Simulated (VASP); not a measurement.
# SrCl2: single point with PBE

Crystal: SrCl2.

```xyz
3
Lattice="0.0000 3.2356 3.2356 3.2356 0.0000 3.2356 3.2356 3.2356 0.0000" Properties=species:S:1:pos:R:3 pbc="T T T"
Sr    0.0000    0.0000    0.0000
Cl    1.6178    1.6178    1.6178
Cl    4.8534    4.8534    4.8534
```

```yaml
Program: VASP 6.6.1
Task: single point
Functional: PBE
Potentials_or_basis: VASP PAW PBE potentials, release 64 (Sr_sv, Cl)
Cutoff: 500 eV
k_mesh: 6 × 6 × 6
Occupations: gaussian, width 0.01 eV
Spin: no spin polarisation
Dipole_correction: no
Further_INCAR_settings: ALGO = Normal; EDIFF = 1e-06; NBANDS = 19
```

```json
{"Pressure": "15.3 GPa", "Band gap on the k mesh": "5.28 eV"}
```

Levels at points of the mesh, in eV from the valence-band top:
| k point | band 10 | band 11 | band 12 | band 13 | band 14 | band 15 |
| --- | --- | --- | --- | --- | --- | --- |
| (0.00, 0.00, 0.00) | -0.43 | -0.43 | -0.43 | 5.83 | 5.83 | 6.24 |
| (0.50, 0.00, 0.00) | -1.76 | -1.36 | -1.36 | 6.76 | 6.76 | 8.07 |
| (0.50, 0.50, 0.00) | -0.62 | -0.62 | 0.00 | 5.28 | 7.61 | 8.06 |

Wall time 15 s on 1 thread of Intel(R) Xeon(R) Platinum 8488C (Sapphire Rapids), with other jobs on the host, peak memory 0.2 GiB.

Caveat: the cell stands under pressure. A k mesh can miss the band edges.
